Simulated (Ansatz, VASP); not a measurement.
# NaI: VASP beside Ansatz

File INCAR:

```
  PREC = Accurate
  ENCUT = 520
  EDIFF = 1E-7
  ISMEAR = 0
  SIGMA = 0.1
  LREAL = False
  LASPH = True
  NELM = 80
  ALGO = Normal
  ISIF = 2
  LWAVE = False
  LCHARG = False
  GGA = PE
  NBANDS = 22
```

File KPOINTS:

```
regular mesh
0
Gamma
  6 6 6
```

POSCAR

```
NaI
1.0
   -2.2145135000      2.2145135000      8.3637720000
    2.2145135000     -2.2145135000      8.3637720000
    2.2145135000      2.2145135000     -8.3637720000
Na I
2 2
Direct
    0.2830000000      1.6730000000      0.8320000000
    0.5330000000      1.4230000000      0.3320000000
    0.7830000000      1.1730000000      0.8320000000
    0.0330000000      0.9230000000      0.3320000000
```

Input for Ansatz:

```yaml
crystal:
  lattice:
    - [-2.2145135, 2.2145135, 8.363772]
    - [2.2145135, -2.2145135, 8.363772]
    - [2.2145135, 2.2145135, -8.363772]
  atoms:
    - { symbol: Na, position: [0.283, 1.673, 0.832] }
    - { symbol: Na, position: [0.533, 1.423, 0.332] }
    - { symbol: I, position: [0.783, 1.173, 0.832] }
    - { symbol: I, position: [0.033, 0.923, 0.332] }
basis:
  ecutwfc: 420
kpoints:
  mp_grid: { grid: [6, 6, 6] }
hamiltonian:
  xc: pbe
scf:
  occupations: { method: gaussian, width: 0.1 }
output:
  forces: true
  stress: true
  eigenvalues: true
```

Alike in both runs: task single point; functional PBE; k mesh 6 × 6 × 6; occupations gaussian, width 0.1 eV; no spin polarisation.

|  | VASP | Ansatz |
| --- | --- | --- |
| version | VASP 6.6.1 | Ansatz 0.2.0 |
| potentials or method | VASP PAW PBE potentials, release 64 (Na_pv, I), cutoff 520 eV | scalar-relativistic, plane waves, PAW |
| valence electrons in the cell | 28 | 52 |

```tsv
	VASP	Ansatz	Ansatz less VASP
gap on the k mesh at the Fermi level (eV)	3.09	3.09	0.000
least direct gap on the mesh (eV)	3.13	3.13	0.000
pressure (GPa)	0.1	0.1	-0.01
traceless stress, the component that is largest in VASP (GPa)	0.04	0.05	+0.010
```

With one functional, cell and mesh, what is left measures potentials, basis and numerics. VASP's potentials hold 28 valence electrons a cell and Ansatz's 52, so a difference there can come from the potentials and not from the codes.

Spin-orbit coupling is off throughout.
